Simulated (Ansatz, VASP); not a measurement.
# KTaO3: VASP beside Ansatz

INCAR

```
SYSTEM = KTaO3
PREC     = Accurate       ! precision mode
ENCUT    = 520            ! plane-wave cutoff, eV
EDIFF    = 1E-6           ! SCF threshold, eV
ISMEAR   = 0              ! smearing method
SIGMA    = 0.05           ! smearing width, eV
LREAL    = .False.        ! projectors in reciprocal space
LASPH    = .True.         ! aspherical terms in the spheres
NELM     = 80             ! most SCF steps
ALGO     = Normal         ! electronic algorithm
ISIF     = 2              ! what is computed and relaxed
LWAVE    = .False.        ! write WAVECAR
LCHARG   = .False.        ! write CHGCAR
GGA      = PE             ! functional
NBANDS   = 27             ! bands
```

File KPOINTS:

```
Automatic mesh
0
Gamma
  8 8 8
  0 0 0
```

Contents of POSCAR:

```
KTaO3
1.0
    4.2206877437      1.0551719359      1.0551719359
    1.0551719359      4.2206877437      1.0551719359
    1.0551719359      1.0551719359      4.2206877437
K Ta O
1 1 3
Direct
    0.5000000000      0.5000000000      0.5000000000
    0.0000000000      0.0000000000      0.0000000000
    0.5000000000      0.0000000000      0.0000000000
    0.0000000000      0.5000000000      0.0000000000
    0.0000000000      0.0000000000      0.5000000000
```

Input for Ansatz:

```yaml
crystal:
  lattice:
    - [4.2206877437, 1.0551719359, 1.0551719359]
    - [1.0551719359, 4.2206877437, 1.0551719359]
    - [1.0551719359, 1.0551719359, 4.2206877437]
  atoms:
    - { symbol: K, position: [0.5, 0.5, 0.5] }
    - { symbol: Ta, position: [0.0, 0.0, 0.0] }
    - { symbol: O, position: [0.5, 0.0, 0.0] }
    - { symbol: O, position: [0.0, 0.5, 0.0] }
    - { symbol: O, position: [0.0, 0.0, 0.5] }
basis:
  ecutwfc: 420
kpoints:
  mp_grid: { grid: [8, 8, 8] }
hamiltonian:
  xc: pbe
scf:
  occupations: { method: gaussian, width: 0.05 }
output:
  forces: true
  stress: true
  eigenvalues: true
```

Alike in both runs: task single point; functional PBE; k mesh 8 × 8 × 8; occupations gaussian, width 0.05 eV; no spin polarisation.

```csv
,VASP,Ansatz
version,VASP 6.6.1,Ansatz 0.2.0
potentials or method,"VASP PAW PBE potentials, release 64 (K_sv, Ta_pv, O), cutoff 520 eV","scalar-relativistic, plane waves, PAW"
valence electrons in the cell,38,40
```

|  | VASP | Ansatz | Ansatz less VASP |
| --- | --- | --- | --- |
| gap on the k mesh at the Fermi level (eV) | none | none | - |
| pressure (GPa) | 14.7 | 13.5 | -1.14 |
| traceless stress, the component that is largest in VASP (GPa) | -38.04 | -37.78 | +0.254 |

A gap of «none» marks a metal or a gap that the smearing closes. VASP's potentials hold 38 valence electrons a cell and Ansatz's 40, so a difference there can come from the potentials and not from the codes.

Spin-orbit coupling is off throughout.
